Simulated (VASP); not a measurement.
Set up this calculation in VASP 6.6.1, as the native input.

```
Task                   : single point
Functional             : r2SCAN
Potentials or basis    : VASP PAW PBE potentials, release 64 (Ir)
Cutoff                 : 520 eV
k mesh                 : 8 × 8 × 8
Occupations            : gaussian, width 0.1 eV
Spin                   : no spin polarisation
Dipole correction      : no
Further INCAR settings : ALGO = Normal; EDIFF = 1e-07; NBANDS = 10
```

The system is Ir.

```
CELL_PARAMETERS angstrom
0.00000 1.91970 1.91970
1.91970 0.00000 1.91970
1.91970 1.91970 0.00000
ATOMIC_POSITIONS crystal
Ir 0.00000 0.00000 0.00000
```

One way to write it, as run:

POSCAR

```
Ir
1.0
    0.0000000000      1.9197000000      1.9197000000
    1.9197000000      0.0000000000      1.9197000000
    1.9197000000      1.9197000000      0.0000000000
Ir
1
Direct
    0.0000000000      0.0000000000      0.0000000000
```

INCAR.step1

```
  ALGO = Normal
  EDIFF = 1E-4
  ENCUT = 520
  GGA = PE
  ISMEAR = 0
  LASPH = True
  LCHARG = False
  LREAL = False
  LWAVE = True
  NBANDS = 10
  NELM = 80
  PREC = Accurate
  SIGMA = 0.1
```

INCAR.step2

```
  ALGO = Normal
  EDIFF = 1E-7
  ENCUT = 520
  ISIF = 2
  ISMEAR = 0
  ISTART = 1
  LASPH = True
  LCHARG = False
  LMIXTAU = True
  LREAL = False
  LWAVE = False
  METAGGA = R2SCAN
  NBANDS = 10
  NELM = 80
  PREC = Accurate
  SIGMA = 0.1
```

KPOINTS

```
k-points
0
Gamma
  8 8 8
```

Potentials or basis: VASP PAW PBE potentials, release 64 (Ir).

Run with:

```sh
$ cat potpaw_PBE.64/Ir/POTCAR > POTCAR
$ cp INCAR.step1 INCAR
$ mpirun -np 1 vasp_std > vasp.out
$ cp INCAR.step2 INCAR
$ mpirun -np 1 vasp_std > vasp.out
```

It gave:

```yaml
Pressure: 5.4 GPa
```

Caveat: the PAW data sets were made with another functional, which shifts forces and pressure a little.

Run time: 15 s on 1 thread of Intel(R) Xeon(R) Platinum 8375C CPU @ 2.90GHz (Ice Lake) (shared host), peak memory 0.13 GiB.
